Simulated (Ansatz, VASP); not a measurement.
**GaN: VASP beside Ansatz**

File POSCAR:

```
GaN
1.0
    0.0000000000      2.2750000000      2.2750000000
    2.2750000000      0.0000000000      2.2750000000
    2.2750000000      2.2750000000      0.0000000000
Ga N
1 1
Direct
    0.0000000000      0.0000000000      0.0000000000
    0.2500000000      0.2500000000      0.2500000000
```

Contents of INCAR.step1:

```
SYSTEM = GaN
PREC = Accurate
ENCUT = 520
ISMEAR = -1
SIGMA = 0.02
LREAL = .False.
LASPH = .True.
NELM = 100
NBANDS = 16
GGA = PE
ALGO = Normal
EDIFF = 1E-4
LWAVE = .True.
LCHARG = .False.
```

INCAR.step2

```
SYSTEM = GaN
PREC = Accurate
ENCUT = 520
EDIFF = 1E-7
ISMEAR = -1
SIGMA = 0.02
LREAL = .False.
LASPH = .True.
NELM = 100
ALGO = Normal
ISIF = 2
LWAVE = .False.
LCHARG = .True.
METAGGA = R2SCAN
LMIXTAU = .True.
LELF = .True.
LVHAR = .True.
NBANDS = 16
ISTART = 1
```

KPOINTS

```
Automatic mesh
0
Gamma
  6 6 6
  0 0 0
```

Input for Ansatz:

```yaml
crystal:
  lattice:
    - [0, 2.275, 2.275]
    - [2.275, 0, 2.275]
    - [2.275, 2.275, 0]
  atoms:
    - { symbol: Ga, position: [0, 0, 0] }
    - { symbol: "N", position: [0.25, 0.25, 0.25] }
kpoints:
  mp_grid: { grid: [6, 6, 6] }
hamiltonian:
  xc: r2scan
  pseudopotentials: { kind: paw, source: ansatz }
scf:
  occupations: { method: fermi_dirac, width: 0.02 }
  convergence: { dr2_threshold: "1e-10 eV" }
  max_iter: 300
output:
  forces: true
  stress: true
  eigenvalues: true
```

Alike in both runs: task single point; functional r2SCAN; k mesh 6 × 6 × 6; occupations fermi-dirac, width 0.02 eV; no spin polarisation.

|  | VASP | Ansatz |
| --- | --- | --- |
| version | VASP 6.6.1 | Ansatz 0.2.0 development build |
| potentials or method | VASP PAW PBE potentials, release 64 (Ga_d, N) | plane waves, PAW datasets (hand-made set) |
| plane-wave cutoff (eV) | 520 | 1300 |
| valence electrons in the cell | 18 | 26 |

VASP gave:

```
gap on the k mesh at the Fermi level (eV) : 1.93
```

Question: Which values does Ansatz return?

Answer: gap on the k mesh at the Fermi level (eV): 1.95.

VASP's potentials were made for PBE, not for r2SCAN. VASP's potentials hold 18 valence electrons a cell and Ansatz's 26, so a difference there can come from the potentials and not from the codes.
